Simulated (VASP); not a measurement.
# InW4 (Pm-3m) in VASP: a series of runs, part 3 of 3

VASP 6.6.1. Earlier steps stand in the parts before.

## Step 6: Relaxation of cell and atoms, PBE

File INCAR:

```
PREC     = Accurate       # precision mode
ENCUT    = 500            # plane-wave cutoff, eV
EDIFF    = 1E-7           # SCF threshold, eV
ISMEAR   = 0              # smearing method
SIGMA    = 0.1            # smearing width, eV
LREAL    = F              # projectors in reciprocal space
LASPH    = T              # aspherical terms in the spheres
NELM     = 120            # most SCF steps
ALGO     = Normal         # electronic algorithm
ISIF     = 3              # what is computed and relaxed
LWAVE    = F              # write WAVECAR
LCHARG   = F              # write CHGCAR
GGA      = PE             # functional
IBRION   = 2              # ionic algorithm
NSW      = 100            # ionic steps
EDIFFG   = -0.01          # ionic threshold
GGA_COMPAT= F            
NELMIN   = 4
```

File KPOINTS:

```
Automatic mesh
0
Gamma
  8 8 8
```

File POSCAR:

```
InW4
1.0
    4.8114439679      0.0000000000      0.0000000000
    0.0000000000      4.8114439679      0.0000000000
    0.0000000000      0.0000000000      4.8114439679
In W
1 4
Direct
    0.5000000000      0.5000000000      0.5000000000
    0.5000000000      0.0000000000      0.0000000000
    0.0000000000      0.5000000000      0.0000000000
    0.0000000000      0.0000000000      0.5000000000
    0.0000000000      0.0000000000      0.0000000000
```

Potentials or basis: VASP PAW PBE potentials, release 64 (In_d, W_sv).

Started as:

```console
cat potpaw_PBE.64/In_d/POTCAR potpaw_PBE.64/W_sv/POTCAR > POTCAR
mpirun -np 1 vasp_std > vasp.out
```

OUTCAR:

```text
PREC = Accurate
   ENCUT = 500
   EDIFF = 1E-7
   ISMEAR = 0
   LREAL = F
   LASPH = T
   NELM = 120
   ISIF = 3
   GGA = PE
   IBRION = 2
   NSW = 100
   EDIFFG = -0.01
   NELMIN = 4

 ion  position               nearest neighbor table
   1  0.500  0.500  0.500-   2 3.40   3 3.40   4 3.40   2 3.40   3 3.40   2 3.40   4 3.40   2 3.40
                             3 3.40   4 3.40   3 3.40   4 3.40
   2  0.500  0.000  0.000-   5 2.41   5 2.41   4 3.40   1 3.40   1 3.40   4 3.40   1 3.40   3 3.40
                             1 3.40   3 3.40   4 3.40   3 3.40   4 3.40   3 3.40
   3  0.000  0.500  0.000-   5 2.41   5 2.41   4 3.40   1 3.40   1 3.40   4 3.40   2 3.40   4 3.40
                             2 3.40   4 3.40   1 3.40   2 3.40   1 3.40   2 3.40
   4  0.000  0.000  0.500-   5 2.41   5 2.41   3 3.40   1 3.40   2 3.40   3 3.40   2 3.40   1 3.40
                             3 3.40   3 3.40   1 3.40   2 3.40   2 3.40   1 3.40
   5  0.000  0.000  0.000-   2 2.41   3 2.41   4 2.41   4 2.41   3 2.41   2 2.41

  LATTYP: Found a simple cubic cell.
 ALAT       =     4.8114439679

  Lattice vectors:

 A1 = (   4.8114439679,   0.0000000000,   0.0000000000)
[... 191 lines left out ...]
  --------------------------------------------------------------------------------------
  -------------------------------------------------------------------------------------
  Total       -0.1963519     -0.1963519     -0.1963519      0.0000000     -0.0000000      0.0000000
  in kB       -2.8243558     -2.8243558     -2.8243558      0.0000000     -0.0000000      0.0000000
  external PRESSURE =      -2.8243558 kB  Pullay stress =       0.0000000 kB
[... 65 lines left out ...]
--------------------------------------- Ionic step        3  -------------------------------------------

 number of electron      68.9999985 magnetization

 Free energy of the ion-electron system (eV)
  ---------------------------------------------------
  ext. energy  EPLUGINS =         0.00000000
  ---------------------------------------------------
  free energy    TOTEN  =       -44.04777814 eV

  energy without entropy =      -44.02323742  energy(sigma->0) =      -44.03550778

 E-fermi :   7.4645     XC(G=0): -11.4197

 val. band max:        7.4616777709   @ k =   0.5000   0.5000   0.0000
 cond. band min:       7.4683347077   @ k =   0.5000   0.5000   0.3750
 fundamental gap:      0.0066569367
 Fermi energy:         7.4644828924

 k-point     1 :       0.0000    0.0000    0.0000
  band No.  band energies     occupation
      1     -66.9200      2.00000
      2     -66.8637      2.00000
      3     -66.8637      2.00000
      4     -65.7665      2.00000
      5     -32.0412      2.00000
      6     -32.0412      2.00000
[... 1045 lines left out ...]
     40       8.6865      0.00000
     41       8.9123      0.00000

 [... further k-points ...]

------------------------ aborting loop because EDIFF is reached ----------------------------------------

  FORCE on cell =-STRESS in cart. coord.  units (eV):
  Direction    XX          YY          ZZ          XY          YZ          ZX
  --------------------------------------------------------------------------------------
  -------------------------------------------------------------------------------------
  Total        0.0014922      0.0014922      0.0014922      0.0000000      0.0000000     -0.0000000
  in kB        0.0215076      0.0215076      0.0215076      0.0000000      0.0000000     -0.0000000
  external PRESSURE =       0.0215076 kB  Pullay stress =       0.0000000 kB
[... 20 lines left out ...]
  FREE ENERGIE OF THE ION-ELECTRON SYSTEM (eV)
  ---------------------------------------------------
  free  energy   TOTEN  =       -44.0477781401 eV

  energy  without entropy=      -44.0232374227  energy(sigma->0) =      -44.03550778

 reached required accuracy - stopping structural energy minimisation
```

OSZICAR:

```text
N       E                     dE             d eps       ncg     rms          rms(c)
DAV:   1     0.871318060094E+03    0.87132E+03   -0.37538E+04  2926   0.196E+03
DAV:   2     0.225383641252E+02   -0.84878E+03   -0.83410E+03  2919   0.601E+02
DAV:   3    -0.437542161114E+02   -0.66293E+02   -0.63939E+02  3438   0.160E+02
DAV:   4    -0.476381197825E+02   -0.38839E+01   -0.37809E+01  3946   0.330E+01
[... 28 lines left out ...]
DAV:   5    -0.440477833149E+02    0.25630E-04   -0.12669E-04  3434   0.889E-02    0.544E-02
DAV:   6    -0.440477794200E+02    0.38949E-05   -0.36193E-05  3297   0.420E-02    0.242E-02
DAV:   7    -0.440477776373E+02    0.17827E-05   -0.98472E-06  3430   0.188E-02    0.469E-03
DAV:   8    -0.440477781242E+02   -0.48691E-06   -0.88266E-07  2929   0.654E-03    0.252E-03
DAV:   9    -0.440477781401E+02   -0.15863E-07   -0.35098E-08  1690   0.167E-03
   3 F= -.44047778E+02 E0= -.44035508E+02  d E =-.200543E-03
```

Wall time 5.2 min (1 thread of Intel Xeon 8259CL, shared host); peak memory 0.3 GiB.

What came out:

```yaml
Free_energy: -44.0478 eV
Relaxed_volume: 22.23 Å³/atom
Relaxed_cell: a = 4.808 Å, b = 4.808 Å, c = 4.808 Å, α = 90.00°, β = 90.00°, γ = 90.00°
Space_group_after_relaxing_to_0.1_Å: Pm-3m (No. 221)
Energy_gained_by_relaxing: 0.0 meV/atom
Ionic_steps: 3
Pressure_after_relaxing: 0.0 GPa
Band_gap_on_the_k_mesh: zero (an odd number of electrons rules out a gap without spin polarisation)
```

Step by step:
```tsv
step	energy change (eV)	largest force (eV/Å)	pressure (GPa)	volume (Å³)
1	0.0000	0.0000	-0.28	111.38
2	0.0005	0.0000	0.52	110.75
3	-0.0002	0.0000	0.00	111.16
```

Final structure:
```
CELL_PARAMETERS angstrom
4.80820 0.00000 0.00000
0.00000 4.80820 0.00000
0.00000 0.00000 4.80820
ATOMIC_POSITIONS crystal
In 0.50000 0.50000 0.50000
W 0.50000 0.00000 0.00000
W 0.00000 0.50000 0.00000
W 0.00000 0.00000 0.50000
W 0.00000 0.00000 0.00000
```

Caveat: spin-orbit coupling is left out, which moves the levels of the heavy elements.

## Step 7: The runs side by side

| task | cell | k mesh | gap on the mesh (eV) | pressure (GPa) | relaxed volume (Å³/atom) |
| --- | --- | --- | --- | --- | --- |
| single point | a = 4.811 Å, 5 atoms | 4 × 4 × 4 | none | 0.7 | - |
| single point | a = 4.844 Å, 5 atoms | 4 × 4 × 4 | none | -2.1 | - |
| single point | a = 4.800 Å, 5 atoms | 8 × 8 × 8 | none | 0.8 | - |
| relaxation of cell and atoms | relaxed from a = 4.844 Å, 5 atoms | 4 × 4 × 4 | none | 0.0 | 22.38 |
| relaxation of cell and atoms | relaxed from a = 4.811 Å, 5 atoms | 8 × 8 × 8 | none | 0.0 | 22.23 |

Alike in all rows: level PBE; potentials or basis VASP PAW PBE potentials, release 64 (In_d, W_sv); no spin polarisation; cutoff (eV) 500; smearing gaussian 0.1 eV.

Caveats: spin-orbit coupling is left out, which moves the levels of the heavy elements.

Total energies depend on the potentials used, so only differences within one code and one set of settings carry meaning.

The gap in the log of VASP goes by the Fermi energy; the results here count the filled bands.